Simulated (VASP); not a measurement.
Wanted: the native input for a VASP 6.6.1 run.

```
Task                   : single point
Functional             : PBE
Potentials or basis    : VASP PAW PBE potentials, release 64 (O)
Cutoff                 : 520 eV
k mesh                 : 8 × 8 × 8
Occupations            : fermi-dirac, width 0.02 eV
Spin                   : collinear spin, ferromagnetic start
Starting moments       : [1.0, 1.0] μB
Dipole correction      : no
Further INCAR settings : ALGO = Normal; EDIFF = 1e-07; NBANDS = 17
```

The structure of O lies in POSCAR:

```
O
1.0
    1.6410465630      0.9474586749      3.6564629682
   -1.6410465630      0.9474586749      3.6564629682
    0.0000000000     -1.8949173498      3.6564629682
O
2
Direct
    0.9453852800      0.9453852800      0.9453852800
    0.0546147200      0.0546147200      0.0546147200
```

The input as run:

INCAR

```
SYSTEM = O
PREC = Accurate
ENCUT = 520
EDIFF = 1E-7
ISMEAR = -1
SIGMA = 0.02
LREAL = .FALSE.
LASPH = .TRUE.
NELM = 150
ALGO = Normal
ISIF = 2
LWAVE = .FALSE.
LCHARG = .FALSE.
ISPIN = 2
MAGMOM = 1 1
LORBIT = 11
GGA = PE
NBANDS = 17
```

KPOINTS

```
Automatic mesh
0
G
  8 8 8
  0 0 0
```

Potentials or basis: VASP PAW PBE potentials, release 64 (O).

Launch:

```sh
$ cat potpaw_PBE.64/O/POTCAR > POTCAR
$ mpirun -np 1 vasp_std > vasp.out
```

It gave:

```
Pressure                                              : 6.6 GPa
Largest force                                         : 2.877 eV/Å
Band gap on the k mesh                                : 1.18 eV (least direct gap 1.24 eV)
Net moment                                            : 2.00 μB per cell
Site moments                                          : O +0.81 μB
Valence electrons inside the program's atomic spheres : O 4.95
```

Caveat: the standard files for N, O and F lose accuracy on very short bonds; the stress differs along the axes, from 1 to 17 GPa; this functional lacks dispersion, which holds the molecules together, so the pressure and a relaxed volume are unreliable; forces of over 1 eV/Å act on the atoms, so gaps and moduli don't describe the material at rest.

It took 2.3 min on 1 thread of Intel(R) Xeon(R) Platinum 8375C CPU @ 2.90GHz (Ice Lake), on a shared host, peak memory 0.2 GiB.
